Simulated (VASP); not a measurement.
# AgCl (P4/mmm) in VASP: a series of runs, part 2 of 2

VASP 6.6.1.

### Step 4. Electric field gradients, PBEsol (zz strain of -3 %)

INCAR reads:

```
ALGO = Normal
EDIFF = 1E-8
ENCUT = 520
GGA = PS
ISIF = 2
ISMEAR = -1
LASPH = True
LCHARG = False
LEFG = True
LREAL = False
LWAVE = False
NBANDS = 16
NELM = 80
PREC = Accurate
SIGMA = 0.01
```

KPOINTS reads:

```
k-points
0
Gamma
  9 9 9
```

POSCAR reads:

```
AgCl
1.0
    3.4339730000      0.0000000000      0.0000000000
    0.0000000000      3.4339730000      0.0000000000
    0.0000000000      0.0000000000      3.3309538100
Ag Cl
1 1
Direct
    0.0000000000      0.0000000000      0.0000000000
    0.5000000000      0.5000000000      0.5000000000
```

Potentials or basis: VASP PAW PBE potentials, release 64 (Ag, Cl).

Command:

```sh
cat potpaw_PBE.64/Ag/POTCAR potpaw_PBE.64/Cl/POTCAR > POTCAR
mpirun -np 1 vasp_std > vasp.out
```

OUTCAR:

```text
EDIFF = 1E-8
   ENCUT = 520
   GGA = PS
   ISIF = 2
   ISMEAR = -1
   LASPH = True
   LREAL = False
   NELM = 80
   PREC = Accurate

 ion  position               nearest neighbor table
   1  0.000  0.000  0.000-   2 2.94   2 2.94   2 2.94   2 2.94   2 2.94   2 2.94   2 2.94   2 2.94

   2  0.500  0.500  0.500-   1 2.94   1 2.94   1 2.94   1 2.94   1 2.94   1 2.94   1 2.94   1 2.94

  LATTYP: Found a simple tetragonal cell.
 ALAT       =     3.4339730000
 C/A-ratio  =     0.9700000000

  Lattice vectors:

 A1 = (   3.4339730000,   0.0000000000,   0.0000000000)
 A2 = (   0.0000000000,   3.4339730000,   0.0000000000)
 A3 = (   0.0000000000,   0.0000000000,   3.3309538100)

Analysis of symmetry for initial positions (statically):
=====================================================================
 Subroutine PRICEL returns:
 Original cell was already a primitive cell.

 Routine SETGRP: Setting up the symmetry group for a
 simple tetragonal supercell.

 Subroutine GETGRP returns: Found 16 space group operations
 (whereof 16 operations were pure point group operations)
 out of a pool of 16 trial point group operations.

The static configuration has the point symmetry D_4h.

Analysis of symmetry for dynamics (positions and initial velocities):
=====================================================================
 Subroutine PRICEL returns:
 Original cell was already a primitive cell.

 Routine SETGRP: Setting up the symmetry group for a
 simple tetragonal supercell.

 Subroutine GETGRP returns: Found 16 space group operations
 (whereof 16 operations were pure point group operations)
 out of a pool of 16 trial point group operations.

The dynamic configuration has the point symmetry D_4h.

[... 150 lines left out ...]
 fundamental gap:      0.4003136998
 Fermi energy:         4.3807391646

 k-point     1 :       0.0000    0.0000    0.0000
  band No.  band energies     occupation
      1     -10.5909      2.00000
      2       1.2508      2.00000
      3       1.3099      2.00000
      4       2.2805      2.00000
      5       2.3197      2.00000
      6       2.3197      2.00000
[... 433 lines left out ...]
      3       0.9668      2.00000
      4       1.4145      2.00000
      5       1.5248      2.00000
      6       2.2594      2.00000
[... 8 lines left out ...]
     15      19.1545      0.00000
     16      20.9586      0.00000

 [... further k-points ...]
[... 5 lines left out ...]
  --------------------------------------------------------------------------------------
  -------------------------------------------------------------------------------------
  Total       -0.9630329     -0.9630329     -0.5856978      0.0000000     -0.0000000     -0.0000000
  in kB      -39.2816169    -39.2816169    -23.8903107      0.0000000     -0.0000000     -0.0000000
  external PRESSURE =     -34.1511815 kB  Pullay stress =       0.0000000 kB

 VOLUME and BASIS-vectors are now :
 -----------------------------------------------------------------------------
  energy-cutoff  :      520.00
  volume of cell :       39.28
      direct lattice vectors                 reciprocal lattice vectors
     3.433973000  0.000000000  0.000000000     0.291207881  0.000000000  0.000000000
     0.000000000  3.433973000  0.000000000     0.000000000  0.291207881  0.000000000
     0.000000000  0.000000000  3.330953810     0.000000000  0.000000000  0.300214310

 POSITION                                       TOTAL-FORCE (eV/Angst)
 -----------------------------------------------------------------------------------
      0.00000      0.00000      0.00000         0.000000      0.000000      0.000000
      1.71699      1.71699      1.66548         0.000000      0.000000      0.000000
 -----------------------------------------------------------------------------------
    total drift:                               -0.000000      0.000000      0.000000

  FREE ENERGIE OF THE ION-ELECTRON SYSTEM (eV)
  ---------------------------------------------------
  free  energy   TOTEN  =        -5.7912761305 eV

  energy  without entropy=       -5.7912761305  energy(sigma->0) =       -5.79127613

 Electric field gradients (V/A^2)
---------------------------------------------------------------------
 ion       V_xx      V_yy      V_zz      V_xy      V_xz      V_yz
---------------------------------------------------------------------
   1      -1.445    -1.445     2.890    -0.000    -0.000     0.000
   2       7.314     7.314   -14.629     0.000    -0.000    -0.000
---------------------------------------------------------------------

 Electric field gradients after diagonalization (V/A^2)
 (convention: |V_zz| > |V_xx| > |V_yy|)
----------------------------------------------------------------------
 ion       V_xx      V_yy      V_zz     asymmetry (V_yy - V_xx)/ V_zz
----------------------------------------------------------------------
   1      -1.445    -1.445     2.890       0.000
   2       7.314     7.314   -14.629       0.000
----------------------------------------------------------------------

           NMR quadrupolar parameters

 Cq : quadrupolar parameter    Cq=e*Q*V_zz/h
 eta: asymmetry parameters     (V_yy - V_xx)/ V_zz
 Q  : nuclear electric quadrupole moment in mb (millibarn)
----------------------------------------------------------------------
 ion       Cq(MHz)       eta       Q (mb)
----------------------------------------------------------------------
   1       0.007       0.000       1.000
   2      -0.035       0.000       1.000
----------------------------------------------------------------------
```

OSZICAR:

```text
N       E                     dE             d eps       ncg     rms          rms(c)
DAV:   1     0.970596863989E+02    0.97060E+02   -0.86939E+03  2432   0.103E+03
DAV:   2    -0.272156186269E+01   -0.99781E+02   -0.91577E+02  3032   0.222E+02
DAV:   3    -0.604501630066E+01   -0.33235E+01   -0.33161E+01  2840   0.428E+01
DAV:   4    -0.606554919597E+01   -0.20533E-01   -0.20532E-01  3168   0.371E+00
DAV:   5    -0.606578334028E+01   -0.23414E-03   -0.23414E-03  2944   0.384E-01    0.625E+00
DAV:   6    -0.580141758405E+01    0.26437E+00   -0.42919E-01  2912   0.936E+00    0.416E+00
DAV:   7    -0.579534098814E+01    0.60766E-02   -0.99153E-02  2608   0.206E+00    0.212E+00
DAV:   8    -0.579152254735E+01    0.38184E-02   -0.66192E-03  3024   0.798E-01    0.362E-01
DAV:   9    -0.579125236802E+01    0.27018E-03   -0.54779E-04  3192   0.373E-01    0.709E-02
DAV:  10    -0.579127466931E+01   -0.22301E-04   -0.82270E-05  2784   0.901E-02    0.302E-02
DAV:  11    -0.579127618188E+01   -0.15126E-05   -0.13221E-06  3224   0.994E-03    0.225E-03
DAV:  12    -0.579127618776E+01   -0.58847E-08   -0.32417E-07  2888   0.474E-03    0.148E-03
DAV:  13    -0.579127617257E+01    0.15191E-07   -0.41762E-08  2808   0.167E-03    0.103E-03
DAV:  14    -0.579127613464E+01    0.37932E-07   -0.58223E-09  1608   0.512E-04    0.323E-04
DAV:  15    -0.579127613049E+01    0.41496E-08   -0.77076E-10  1440   0.319E-04
   1 F= -.57912761E+01 E0= -.57912761E+01  d E =-.950144E-11
```

It used 63 s of CPU time on 1 thread of AMD EPYC 7R13 Processor (Zen 3) (shared host).

Results:

| Property | Result |
| --- | --- |
| Free energy | -5.7913 eV |
| Pressure | -3.4 GPa |
| Band gap on the k mesh | 0.40 eV, indirect (least direct gap 1.83 eV) |

Electric field gradients, principal values (V/Å²):
| atom | least | middle | greatest (by size) |
| --- | --- | --- | --- |
| 1 Ag | -1.445 | -1.445 | 2.890 |
| 2 Cl | 7.314 | 7.314 | -14.629 |

Caveat: the cell differs from its parent crystal (zz strain of -3 %); without QUAD_EFG the Cq values of the log hold for a quadrupole moment of 1 mb, not for the nuclei; the PAW data sets were made with another functional, which shifts forces and pressure a little. A k mesh can miss the band edges.

### Step 5. Electric field gradients, PBEsol (zz strain of -2 %)

INCAR reads:

```
PREC = Accurate
ENCUT = 520
EDIFF = 1E-8
ISMEAR = -1
SIGMA = 0.01
LREAL = F
LASPH = T
NELM = 60
ALGO = Normal
ISIF = 2
LWAVE = F
LCHARG = F
GGA = PS
LEFG = T
NBANDS = 16
```

KPOINTS reads:

```
Automatic mesh
0
Gamma
  9 9 9
```

POSCAR, as its differences from that of step 4:

```diff
@@ -4,3 +4,3 @@
     0.0000000000      3.4339730000      0.0000000000
-    0.0000000000      0.0000000000      3.3309538100
+    0.0000000000      0.0000000000      3.3652935400
 Ag Cl
```

Potentials or basis: VASP PAW PBE potentials, release 64 (Ag, Cl).

Command:

```sh
cat potpaw_PBE.64/Ag/POTCAR potpaw_PBE.64/Cl/POTCAR > POTCAR
mpirun -np 1 vasp_std > vasp.out
```

OUTCAR:

```text
PREC = Accurate
   ENCUT = 520
   EDIFF = 1E-8
   ISMEAR = -1
   LREAL = F
   LASPH = T
   NELM = 60
   ISIF = 2
   GGA = PS

 ion  position               nearest neighbor table
   1  0.000  0.000  0.000-   2 2.95   2 2.95   2 2.95   2 2.95   2 2.95   2 2.95   2 2.95   2 2.95

   2  0.500  0.500  0.500-   1 2.95   1 2.95   1 2.95   1 2.95   1 2.95   1 2.95   1 2.95   1 2.95

  LATTYP: Found a simple tetragonal cell.
 ALAT       =     3.4339730000
 C/A-ratio  =     0.9800000000

  Lattice vectors:

 A1 = (   3.4339730000,   0.0000000000,   0.0000000000)
 A2 = (   0.0000000000,   3.4339730000,   0.0000000000)
 A3 = (   0.0000000000,   0.0000000000,   3.3652935400)

Analysis of symmetry for initial positions (statically):
=====================================================================
 Subroutine PRICEL returns:
 Original cell was already a primitive cell.

 Routine SETGRP: Setting up the symmetry group for a
 simple tetragonal supercell.

 Subroutine GETGRP returns: Found 16 space group operations
 (whereof 16 operations were pure point group operations)
 out of a pool of 16 trial point group operations.

The static configuration has the point symmetry D_4h.

Analysis of symmetry for dynamics (positions and initial velocities):
=====================================================================
 Subroutine PRICEL returns:
 Original cell was already a primitive cell.

 Routine SETGRP: Setting up the symmetry group for a
 simple tetragonal supercell.

 Subroutine GETGRP returns: Found 16 space group operations
 (whereof 16 operations were pure point group operations)
 out of a pool of 16 trial point group operations.

[... 152 lines left out ...]
 fundamental gap:      0.4164851662
 Fermi energy:         4.2551896034

 k-point     1 :       0.0000    0.0000    0.0000
  band No.  band energies     occupation
      1     -10.6560      2.00000
      2       1.1797      2.00000
      3       1.2175      2.00000
      4       2.1837      2.00000
      5       2.2085      2.00000
      6       2.2085      2.00000
[... 433 lines left out ...]
      3       0.8901      2.00000
      4       1.3106      2.00000
      5       1.4435      2.00000
      6       2.1527      2.00000
[... 8 lines left out ...]
     15      18.9789      0.00000
     16      20.7674      0.00000

 [... further k-points ...]
[... 5 lines left out ...]
  --------------------------------------------------------------------------------------
  -------------------------------------------------------------------------------------
  Total       -1.0418322     -1.0418322     -0.7965735      0.0000000     -0.0000000      0.0000000
  in kB      -42.0621662    -42.0621662    -32.1602739      0.0000000     -0.0000000      0.0000000
  external PRESSURE =     -38.7615354 kB  Pullay stress =       0.0000000 kB

 VOLUME and BASIS-vectors are now :
 -----------------------------------------------------------------------------
  energy-cutoff  :      520.00
  volume of cell :       39.68
      direct lattice vectors                 reciprocal lattice vectors
     3.433973000  0.000000000  0.000000000     0.291207881  0.000000000  0.000000000
     0.000000000  3.433973000  0.000000000     0.000000000  0.291207881  0.000000000
     0.000000000  0.000000000  3.365293540     0.000000000  0.000000000  0.297150899

 POSITION                                       TOTAL-FORCE (eV/Angst)
 -----------------------------------------------------------------------------------
      0.00000      0.00000      0.00000         0.000000      0.000000      0.000000
      1.71699      1.71699      1.68265         0.000000      0.000000      0.000000
 -----------------------------------------------------------------------------------
    total drift:                               -0.000000      0.000000      0.000000

  FREE ENERGIE OF THE ION-ELECTRON SYSTEM (eV)
  ---------------------------------------------------
  free  energy   TOTEN  =        -5.7843924625 eV

  energy  without entropy=       -5.7843924625  energy(sigma->0) =       -5.78439246

 Electric field gradients (V/A^2)
---------------------------------------------------------------------
 ion       V_xx      V_yy      V_zz      V_xy      V_xz      V_yz
---------------------------------------------------------------------
   1      -0.967    -0.967     1.935     0.000    -0.000    -0.000
   2       4.805     4.805    -9.609     0.000    -0.000     0.000
---------------------------------------------------------------------

 Electric field gradients after diagonalization (V/A^2)
 (convention: |V_zz| > |V_xx| > |V_yy|)
----------------------------------------------------------------------
 ion       V_xx      V_yy      V_zz     asymmetry (V_yy - V_xx)/ V_zz
----------------------------------------------------------------------
   1      -0.967    -0.967     1.935       0.000
   2       4.805     4.805    -9.609       0.000
----------------------------------------------------------------------

           NMR quadrupolar parameters

 Cq : quadrupolar parameter    Cq=e*Q*V_zz/h
 eta: asymmetry parameters     (V_yy - V_xx)/ V_zz
 Q  : nuclear electric quadrupole moment in mb (millibarn)
----------------------------------------------------------------------
 ion       Cq(MHz)       eta       Q (mb)
----------------------------------------------------------------------
   1       0.005       0.000       1.000
   2      -0.023       0.000       1.000
----------------------------------------------------------------------
```

OSZICAR:

```text
N       E                     dE             d eps       ncg     rms          rms(c)
DAV:   1     0.994554852954E+02    0.99455E+02   -0.86862E+03  2424   0.102E+03
DAV:   2    -0.243339785732E+01   -0.10189E+03   -0.93317E+02  3072   0.223E+02
DAV:   3    -0.603682272400E+01   -0.36034E+01   -0.35950E+01  2896   0.444E+01
DAV:   4    -0.605935781470E+01   -0.22535E-01   -0.22534E-01  3128   0.386E+00
DAV:   5    -0.605961415803E+01   -0.25634E-03   -0.25634E-03  2944   0.401E-01    0.608E+00
DAV:   6    -0.579461927390E+01    0.26499E+00   -0.42637E-01  2888   0.931E+00    0.405E+00
DAV:   7    -0.578853406529E+01    0.60852E-02   -0.99823E-02  2608   0.207E+00    0.209E+00
DAV:   8    -0.578464875551E+01    0.38853E-02   -0.67878E-03  3000   0.807E-01    0.361E-01
DAV:   9    -0.578436690427E+01    0.28185E-03   -0.56084E-04  3120   0.379E-01    0.738E-02
DAV:  10    -0.578439097645E+01   -0.24072E-04   -0.87745E-05  2848   0.924E-02    0.310E-02
DAV:  11    -0.578439248189E+01   -0.15054E-05   -0.12673E-06  3104   0.962E-03    0.196E-03
DAV:  12    -0.578439246667E+01    0.15219E-07   -0.23435E-07  2968   0.416E-03    0.177E-03
DAV:  13    -0.578439246248E+01    0.41953E-08   -0.37476E-08  2776   0.158E-03
   1 F= -.57843925E+01 E0= -.57843925E+01  d E =-.221288E-11
```

stdout:

```text
POSCAR found type information on POSCAR AgCl
 POSCAR found :  2 types and       2 ions
 scaLAPACK will be used
 -----------------------------------------------------------------------------
|                                                                             |
|                                                                             |
|     You enforced a specific xc type in the INCAR file but a different       |
|     I HOPE YOU KNOW WHAT YOU ARE DOING!                                     |
|                                                                             |
 -----------------------------------------------------------------------------

 LDA part: xc-table for (Slater+PW92), standard interpolation
 POSCAR, INCAR and KPOINTS ok, starting setup
 FFT: planning ... GRIDC
 FFT: planning ... GRID_SOFT
 FFT: planning ... GRID
 WAVECAR not read
 entering main loop
ion   1

ion   2
```

It used 52 s of CPU time on 1 thread of AMD EPYC 7R13 Processor (Zen 3) (shared host).

What came out:

```
Free energy            : -5.7844 eV
Pressure               : -3.9 GPa
Band gap on the k mesh : 0.42 eV, indirect (least direct gap 1.87 eV)
```

Electric field gradients, principal values (V/Å²):
| atom | least | middle | greatest (by size) |
| --- | --- | --- | --- |
| 1 Ag | -0.967 | -0.967 | 1.935 |
| 2 Cl | 4.805 | 4.805 | -9.609 |

Caveat: the cell differs from its parent crystal (zz strain of -2 %); without QUAD_EFG the Cq values of the log hold for a quadrupole moment of 1 mb, not for the nuclei; the PAW data sets were made with another functional, which shifts forces and pressure a little.

### Step 6. Overview

| cell | gap on the mesh (eV) | pressure (GPa) |
| --- | --- | --- |
| a = 3.468, b = 3.468, c = 3.434 Å, 2 atoms | 0.42 | -5.4 |
| a = 3.537, b = 3.537, c = 3.434 Å, 2 atoms | 0.39 | -6.5 |
| a = 3.434, b = 3.434, c = 3.331 Å, 2 atoms | 0.40 | -3.4 |
| a = 3.434, b = 3.434, c = 3.365 Å, 2 atoms | 0.42 | -3.9 |

Alike in all rows: task electric field gradients; level PBEsol; potentials or basis VASP PAW PBE potentials, release 64 (Ag, Cl); no spin polarisation; k mesh 9 × 9 × 9; cutoff (eV) 520; smearing fermi-dirac 0.01 eV.

Caveats: the PAW data sets were made with another functional, which shifts forces and pressure a little.

Total energies depend on the potentials used, so only differences within one code and one set of settings carry meaning.
